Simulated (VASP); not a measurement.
Input of a VASP 6.6.1 run:

The input INCAR:

```
SYSTEM = YS
PREC = Accurate
ENCUT = 520
EDIFF = 1E-6
ISMEAR = 0
SIGMA = 0.1
LREAL = .False.
LASPH = .True.
NELM = 100
ALGO = Normal
ISIF = 2
LWAVE = .False.
LCHARG = .False.
NBANDS = 16
```

The input KPOINTS:

```
Automatic mesh
0
Gamma
  14 14 14
  0 0 0
```

The input POSCAR:

```
YS
1.0
    0.0000000000      2.7087745949      2.7087745949
    2.7087745949      0.0000000000      2.7087745949
    2.7087745949      2.7087745949      0.0000000000
Y S
1 1
Direct
    0.5000000000      0.5000000000      0.5000000000
    0.0000000000      0.0000000000      0.0000000000
```

Potentials or basis: VASP PAW LDA potentials, release 64 (Y_sv, S).

Run with:

```bash
$ cat potpaw_LDA.64/Y_sv/POTCAR potpaw_LDA.64/S/POTCAR > POTCAR
$ mpirun -np 1 vasp_std > vasp.out
```

What does it give for the pressure?

0.1 GPa.
